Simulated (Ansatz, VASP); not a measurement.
# Ni: VASP beside Ansatz

```
Ni
1.0
    -3.04309    3.04343    1.25745
     3.04343   -3.04309    1.25745
     1.58526    1.58526   -1.25683
Ni
2
Cartesian
  3.0433 -3.0430 1.2574
  -0.7287 2.3143 0.6290
```

Alike in both runs: task single point; functional revPBE; k mesh 17 × 17 × 16; occupations fermi-dirac, width 0.1 eV; no spin polarisation.

|  | VASP | Ansatz |
| --- | --- | --- |
| version | VASP 6.6.1 | Ansatz 0.2.0 |
| potentials or method | VASP PAW PBE potentials, release 64 (Ni), cutoff 520 eV | plane waves (420 eV) with PAW, scalar-relativistic |
| valence electrons in the cell | 20 | 36 |

```csv
,VASP,Ansatz,Ansatz less VASP
pressure (GPa),-11.1,-11.5,-0.35
"traceless stress, the component that is largest in VASP (GPa)",0.32,0.36,+0.037
```

VASP's potentials were made for PBE, not for revPBE. The functional is the same, so the differences come from potentials, cutoffs and numerics. VASP's potentials hold 20 valence electrons a cell and Ansatz's 36, so a difference there can come from the potentials and not from the codes.
